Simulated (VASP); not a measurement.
# Fe3Ge (Pm-3m) in VASP: notebook, part 2 of 2

VASP 6.6.1. The steps go on from the part before.

## 3. Density of states, PBEsol, collinear spin, ferromagnetic start

Input file POSCAR:

```
Fe3Ge
1.0
    3.6605005200      0.0000000000      0.0000000000
    0.0000000000      3.6605005200      0.0000000000
    0.0000000000      0.0000000000      3.6605005200
Fe Ge
3 1
Direct
    0.0000000000      0.5000000000      0.5000000000
    0.5000000000      0.5000000000      0.0000000000
    0.5000000000      0.0000000000      0.5000000000
    0.0000000000      0.0000000000      0.0000000000
```

Input file INCAR.step1:

```
PREC = Accurate ; ENCUT = 520
EDIFF = 1E-7 ; ISMEAR = -1
SIGMA = 0.03 ; LREAL = False
LASPH = True ; NELM = 150
ALGO = Normal ; ISIF = 2
LWAVE = False ; LCHARG = True
ISPIN = 2 ; MAGMOM = 2.2 2.2 2.2 0
LMAXMIX = 4 ; GGA = PS
NBANDS = 31
```

Input file KPOINTS.step1:

```
regular mesh
0
Gamma
  9 9 9
```

Input file INCAR.step2:

```
PREC = Accurate ; ENCUT = 520
EDIFF = 1E-7 ; ISMEAR = -5
SIGMA = 0.03 ; LREAL = False
LASPH = True ; NELM = 150
ALGO = Normal ; ISIF = 2
LWAVE = False ; LCHARG = False
ISPIN = 2 ; MAGMOM = 2.2 2.2 2.2 0
LORBIT = 11 ; LMAXMIX = 4
GGA = PS ; NBANDS = 31
NEDOS = 2001 ; ICHARG = 11
```

Input file KPOINTS.step2:

```
regular mesh
0
Gamma
  14 14 14
```

Potentials or basis: VASP PAW PBE potentials, release 64 (Fe, Ge_d).

The run is started by

```console
$ cat potpaw_PBE.64/Fe/POTCAR potpaw_PBE.64/Ge_d/POTCAR > POTCAR
$ cp INCAR.step1 INCAR
$ cp KPOINTS.step1 KPOINTS
$ mpirun -np 1 vasp_std > vasp.out
$ cp INCAR.step2 INCAR
$ cp KPOINTS.step2 KPOINTS
$ mpirun -np 1 vasp_std > vasp.out
```

OUTCAR:

```text
PREC = Accurate
   ENCUT = 520
   EDIFF = 1E-7
   ISMEAR = -5
   LREAL = False
   LASPH = True
   NELM = 150
   ISIF = 2
   ISPIN = 2
   LORBIT = 11
   GGA = PS
   ICHARG = 11

 ion  position               nearest neighbor table
   1  0.000  0.500  0.500-   2 2.59   3 2.59   4 2.59   2 2.59   4 2.59   3 2.59   4 2.59   4 2.59
                             2 2.59   3 2.59   2 2.59   3 2.59
   2  0.500  0.500  0.000-   1 2.59   3 2.59   4 2.59   1 2.59   3 2.59   3 2.59   4 2.59   3 2.59
                             1 2.59   4 2.59   1 2.59   4 2.59
   3  0.500  0.000  0.500-   1 2.59   2 2.59   4 2.59   2 2.59   4 2.59   1 2.59   2 2.59   2 2.59
                             1 2.59   4 2.59   4 2.59   1 2.59
   4  0.000  0.000  0.000-   1 2.59   2 2.59   3 2.59   1 2.59   3 2.59   1 2.59   2 2.59   1 2.59
                             2 2.59   3 2.59   3 2.59   2 2.59

  LATTYP: Found a simple cubic cell.
 ALAT       =     3.6605005200
[... 1849 lines left out ...]

  FORCE on cell =-STRESS in cart. coord.  units (eV):
  Direction    XX          YY          ZZ          XY          YZ          ZX
  --------------------------------------------------------------------------------------
  -------------------------------------------------------------------------------------
  Total       -3.5668708     -3.5668708     -3.5668708     -0.0000000     -0.0000000      0.0000000
  in kB     -116.5135802   -116.5135802   -116.5135802     -0.0000000     -0.0000000      0.0000000
  external PRESSURE =    -116.5135802 kB  Pullay stress =       0.0000000 kB

 VOLUME and BASIS-vectors are now :
 -----------------------------------------------------------------------------
  energy-cutoff  :      520.00
  volume of cell :       49.05
      direct lattice vectors                 reciprocal lattice vectors
     3.660500520  0.000000000  0.000000000     0.273186684  0.000000000  0.000000000
     0.000000000  3.660500520  0.000000000     0.000000000  0.273186684  0.000000000
     0.000000000  0.000000000  3.660500520     0.000000000  0.000000000  0.273186684

 POSITION                                       TOTAL-FORCE (eV/Angst)
 -----------------------------------------------------------------------------------
      0.00000      1.83025      1.83025         0.000000      0.000000      0.000000
      1.83025      1.83025      0.00000         0.000000      0.000000      0.000000
      1.83025      0.00000      1.83025         0.000000      0.000000      0.000000
      0.00000      0.00000      0.00000         0.000000      0.000000      0.000000
 -----------------------------------------------------------------------------------
    total drift:                                0.000000      0.000000      0.000000

  FREE ENERGIE OF THE ION-ELECTRON SYSTEM (eV)
  ---------------------------------------------------
  free  energy   TOTEN  =       -32.1227629210 eV

  energy  without entropy=      -32.1227629210  energy(sigma->0) =      -32.12276292

 total charge

# of ion       s       p       d       tot
------------------------------------------
    1        0.430   0.501   6.279   7.210
    2        0.430   0.501   6.279   7.210
    3        0.430   0.501   6.279   7.210
    4        1.082   1.275  10.103  12.460
--------------------------------------------------
tot          2.372   2.777  28.940  34.089

 magnetization (x)

# of ion       s       p       d       tot
------------------------------------------
    1       -0.000  -0.010   2.194   2.184
    2       -0.000  -0.010   2.194   2.184
    3       -0.000  -0.010   2.194   2.184
    4       -0.001  -0.148   0.007  -0.141
--------------------------------------------------
tot         -0.002  -0.177   6.589   6.410
```

It took 2.7 min on 1 thread of AMD EPYC 9R45 (Zen 5), shared host; peak memory 0.33 GiB.

What came out:

| Quantity | Value |
| --- | --- |
| Net moment | 6.48 μB per cell |
| Site moments | Fe +2.18; Ge -0.14 μB |
| Valence electrons inside the program's atomic spheres | Fe 7.21; Ge 12.46 |

Caveat: the PAW data sets were made with another functional, which shifts forces and pressure a little; tetrahedron occupations give inexact forces and stress in metals.

## 4. Density of states, PBEsol

POSCAR is that of step 3.

Input file INCAR.step1:

```
  PREC = Accurate
  ENCUT = 520
  EDIFF = 1E-6
  ISMEAR = -1
  SIGMA = 0.03
  LREAL = False
  LASPH = True
  NELM = 100
  ALGO = Normal
  ISIF = 2
  LWAVE = False
  LCHARG = True
  LMAXMIX = 4
  GGA = PS
  NBANDS = 27
```

Input file KPOINTS.step1:

```
Automatic mesh
0
Gamma
  9 9 9
```

Input file INCAR.step2:

```
  PREC = Accurate
  ENCUT = 520
  EDIFF = 1E-6
  ISMEAR = -5
  SIGMA = 0.03
  LREAL = False
  LASPH = True
  NELM = 100
  ALGO = Normal
  ISIF = 2
  LWAVE = False
  LCHARG = False
  LMAXMIX = 4
  GGA = PS
  LORBIT = 11
  NBANDS = 27
  NEDOS = 2001
  ICHARG = 11
```

Input file KPOINTS.step2:

```
Automatic mesh
0
Gamma
  14 14 14
```

The run is started by

```console
$ cat potpaw_PBE.64/Fe/POTCAR potpaw_PBE.64/Ge_d/POTCAR > POTCAR
$ cp INCAR.step1 INCAR
$ cp KPOINTS.step1 KPOINTS
$ mpirun -np 1 vasp_std > vasp.out
$ cp INCAR.step2 INCAR
$ cp KPOINTS.step2 KPOINTS
$ mpirun -np 1 vasp_std > vasp.out
```

Run time: 2.3 min. Hardware: 1 thread of Intel Xeon 6975P-C, shared host; peak memory 0.26 GiB.

It converged, with:

* Valence electrons inside the program's atomic spheres: Fe 7.22; Ge 12.42

Levels at points of the mesh, in eV from the Fermi level:
| k point | band 17 | band 18 | band 19 | band 20 | band 21 | band 22 |
| --- | --- | --- | --- | --- | --- | --- |
| (0.00, 0.00, 0.00) | -0.46 | -0.46 | 0.35 | 0.35 | 0.88 | 1.11 |
| (0.50, 0.00, 0.00) | -0.44 | -0.36 | -0.36 | -0.14 | 0.44 | 1.11 |
| (0.50, 0.50, 0.00) | -0.54 | -0.52 | -0.38 | -0.02 | 0.02 | 0.04 |
| (0.50, 0.50, 0.50) | -0.51 | -0.51 | -0.10 | -0.10 | 0.01 | 0.90 |

Caveat: the PAW data sets were made with another functional, which shifts forces and pressure a little; tetrahedron occupations give inexact forces and stress in metals. Spin polarisation is off, so any magnetic state and its effect on volume and gap are missing.
